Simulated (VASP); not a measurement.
# CdH6 (P4/mmm) in VASP: a series of runs, part 2 of 2

VASP 6.6.1.

## 4. Single point, PBE

This run uses another cell than the first one, of 15.73 Å³/atom, 0.998 times its volume.

The input, INCAR:

```
SYSTEM = CdH6
ALGO = Normal
EDIFF = 1E-6
ENCUT = 520
GGA = PE
ISIF = 2
ISMEAR = 0
LASPH = .TRUE.
LCHARG = .TRUE.
LELF = .TRUE.
LREAL = .FALSE.
LVHAR = .TRUE.
LWAVE = .FALSE.
NBANDS = 18
NELM = 100
PREC = Accurate
SIGMA = 0.1
```

The input, KPOINTS:

```
k-points
0
G
  10 10 6
  0 0 0
```

The input, POSCAR:

```
CdH6
1.0
    3.8550715731      0.0000000000      0.0000000000
    0.0000000000      3.8550715731      0.0000000000
    0.0000000000      0.0000000000      7.4094146320
Cd H
1 6
Direct
    0.5000000000      0.5000000000      0.5000000000
    0.9030206357      0.5000000000      0.0000000000
    0.0969793643      0.5000000000      0.0000000000
    0.5000000000      0.9030206357      0.0000000000
    0.5000000000      0.0969793643      0.0000000000
    0.0000000000      0.5000000000      0.5000000000
    0.5000000000      0.0000000000      0.5000000000
```

Potentials or basis: VASP PAW PBE potentials, release 64 (Cd, H).

The run is started by

```console
cat potpaw_PBE.64/Cd/POTCAR potpaw_PBE.64/H/POTCAR > POTCAR
mpirun -np 1 vasp_std > vasp.out
```

OUTCAR:

```text
SYSTEM = CdH6
   EDIFF = 1E-6
   ENCUT = 520
   GGA = PE
   ISIF = 2
   ISMEAR = 0
   LASPH = .TRUE.
   LREAL = .FALSE.
   NELM = 100
   PREC = Accurate

 ion  position               nearest neighbor table
   1  0.500  0.500  0.500-   6 1.93   7 1.93   7 1.93   6 1.93
   2  0.903  0.500  0.000-   3 0.75
   3  0.097  0.500  0.000-   2 0.75
   4  0.500  0.903  0.000-   5 0.75
   5  0.500  0.097  0.000-   4 0.75
   6  0.000  0.500  0.500-   1 1.93   1 1.93
   7  0.500  0.000  0.500-   1 1.93   1 1.93

[... 713 lines left out ...]
  -------------------------------------------------------------------------------------
  Total        0.0124228      0.0124228     -0.0602939      0.0000000      0.0000000      0.0000000
  in kB        0.1807516      0.1807516     -0.8772739      0.0000000      0.0000000      0.0000000
  external PRESSURE =      -0.1719236 kB  Pullay stress =       0.0000000 kB

 VOLUME and BASIS-vectors are now :
 -----------------------------------------------------------------------------
  energy-cutoff  :      520.00
  volume of cell :      110.12
      direct lattice vectors                 reciprocal lattice vectors
     3.855071573  0.000000000  0.000000000     0.259398556  0.000000000  0.000000000
     0.000000000  3.855071573  0.000000000     0.000000000  0.259398556  0.000000000
     0.000000000  0.000000000  7.409414632     0.000000000  0.000000000  0.134963428

 POSITION                                       TOTAL-FORCE (eV/Angst)
 -----------------------------------------------------------------------------------
      1.92754      1.92754      3.70471         0.000000     -0.000000      0.000000
      3.48121      1.92754      0.00000         0.012270     -0.000000      0.000000
      0.37386      1.92754      0.00000        -0.012270     -0.000000     -0.000000
      1.92754      3.48121      0.00000         0.000000      0.012270     -0.000000
      1.92754      0.37386      0.00000         0.000000     -0.012270      0.000000
      0.00000      1.92754      3.70471         0.000000     -0.000000      0.000000
      1.92754      0.00000      3.70471         0.000000     -0.000000      0.000000
 -----------------------------------------------------------------------------------
    total drift:                                0.000000      0.000000      0.000000

  FREE ENERGIE OF THE ION-ELECTRON SYSTEM (eV)
  ---------------------------------------------------
  free  energy   TOTEN  =       -19.6505561299 eV

  energy  without entropy=      -19.6505272671  energy(sigma->0) =      -19.65054170
```

Run time: 68 s. Hardware: 1 thread of AMD EPYC 9R45 (Zen 5), shared host; peak memory 0.27 GiB.

What came out:

```
Free energy            : -19.6506 eV
Pressure               : 0.0 GPa
Largest force          : 0.012 eV/Å
Band gap on the k mesh : zero (band 9 reaches -0.23 eV, above the bottom of band 10 at -2.30 eV)
```

Forces on the atoms (eV/Å):
```
Cd   0.000  0.000  0.000
H    0.012  0.000  0.000
H   -0.012  0.000  0.000
H    0.000  0.012  0.000
H    0.000 -0.012  0.000
H    0.000  0.000  0.000
H    0.000  0.000  0.000
```

## 5. Relaxation of cell and atoms, PBE

The input, INCAR:

```
PREC = Accurate
ENCUT = 600
EDIFF = 1E-7
ISMEAR = 0
SIGMA = 0.1
LREAL = False
LASPH = True
NELM = 100
ALGO = Normal
ISIF = 3
LWAVE = False
LCHARG = False
GGA = PE
IBRION = 2
NSW = 100
EDIFFG = -0.01
```

The input, KPOINTS:

```
regular mesh
0
Gamma
  10 10 6
```

The input, POSCAR:

```
CdH6
1.0
    3.8612772382      0.0000000000      0.0000000000
    0.0000000000      3.8612772382      0.0000000000
    0.0000000000      0.0000000000      7.4035440374
Cd H
1 6
Direct
    0.5000000000      0.5000000000      0.5000000000
    0.9031734255      0.5000000000      0.0000000000
    0.0968265745      0.5000000000      0.0000000000
    0.5000000000      0.9031734255      0.0000000000
    0.5000000000      0.0968265745      0.0000000000
    0.0000000000      0.5000000000      0.5000000000
    0.5000000000      0.0000000000      0.5000000000
```

The run is started by

```console
cat potpaw_PBE.64/Cd/POTCAR potpaw_PBE.64/H/POTCAR > POTCAR
mpirun -np 1 vasp_std > vasp.out
```

Wall time 2.4 min (1 thread of AMD EPYC 9R45 (Zen 5), shared host); peak memory 0.31 GiB.

The run converged. Its results:

| Quantity | Value |
| --- | --- |
| Free energy | -19.6544 eV |
| Relaxed volume | 15.77 Å³/atom |
| Relaxed cell | a = 3.861 Å, b = 3.861 Å, c = 7.403 Å, α = 90.00°, β = 90.00°, γ = 90.00° |
| Space group after relaxing (to 0.05 Å) | P4/mmm (No. 123) |
| Energy gained by relaxing | 0.0 meV/atom |
| Ionic steps | 3 |
| Pressure after relaxing | 0.0 GPa |
| Band gap on the k mesh | zero (band 9 reaches -0.26 eV, above the bottom of band 10 at -2.32 eV) |

Final structure:
```
CELL_PARAMETERS angstrom
3.86108 0.00000 0.00000
0.00000 3.86108 0.00000
0.00000 0.00000 7.40329
ATOMIC_POSITIONS crystal
Cd 0.50000 0.50000 0.50000
H 0.90325 0.50000 0.00000
H 0.09675 0.50000 0.00000
H 0.50000 0.90325 0.00000
H 0.50000 0.09675 0.00000
H 0.00000 0.50000 0.50000
H 0.50000 0.00000 0.50000
```

Levels at points of the mesh, in eV from the Fermi level:
| k point | band 7 | band 8 | band 9 | band 10 | band 11 | band 12 |
| --- | --- | --- | --- | --- | --- | --- |
| (0.00, 0.00, 0.00) | -6.45 | -5.92 | 0.54 | 0.99 | 5.15 | 5.15 |
| (0.50, 0.00, 0.00) | -7.36 | -4.47 | -4.11 | 2.28 | 4.15 | 4.52 |
| (0.50, 0.50, 0.00) | -7.18 | -3.67 | -3.67 | -1.07 | 1.59 | 3.89 |
| (0.00, 0.00, 0.50) | -6.51 | -5.92 | 0.99 | 1.24 | 3.41 | 5.44 |
| (0.50, 0.00, 0.50) | -7.35 | -4.51 | -4.13 | 2.49 | 4.66 | 5.05 |
| (0.50, 0.50, 0.50) | -7.18 | -3.69 | -3.69 | -0.99 | 1.13 | 4.29 |

## 6. The runs side by side

| task | cell | k mesh | cutoff (eV) | smearing | gap on the mesh (eV) | pressure (GPa) | relaxed volume (Å³/atom) | largest force (eV/Å) |
| --- | --- | --- | --- | --- | --- | --- | --- | --- |
| single point | a = 3.861, b = 3.861, c = 7.404 Å, 7 atoms | 8 × 8 × 4 | 520 | gaussian 0.02 eV | none | 0.0 | - | 0.02 |
| relaxation of cell and atoms | relaxed from a = 3.849, b = 3.849, c = 7.169 Å, 7 atoms | 8 × 8 × 4 | 600 | gaussian 0.02 eV | none | 0.0 | 15.31 | - |
| single point | a = 3.855, b = 3.855, c = 7.409 Å, 7 atoms | 10 × 10 × 6 | 520 | gaussian 0.1 eV | none | 0.0 | - | 0.01 |
| relaxation of cell and atoms | relaxed from a = 3.861, b = 3.861, c = 7.404 Å, 7 atoms | 10 × 10 × 6 | 600 | gaussian 0.1 eV | none | 0.0 | 15.77 | - |

Alike in all rows: level PBE; potentials or basis VASP PAW PBE potentials, release 64 (Cd, H); no spin polarisation.

Total energies depend on the potentials used, so only differences within one code and one set of settings carry meaning.
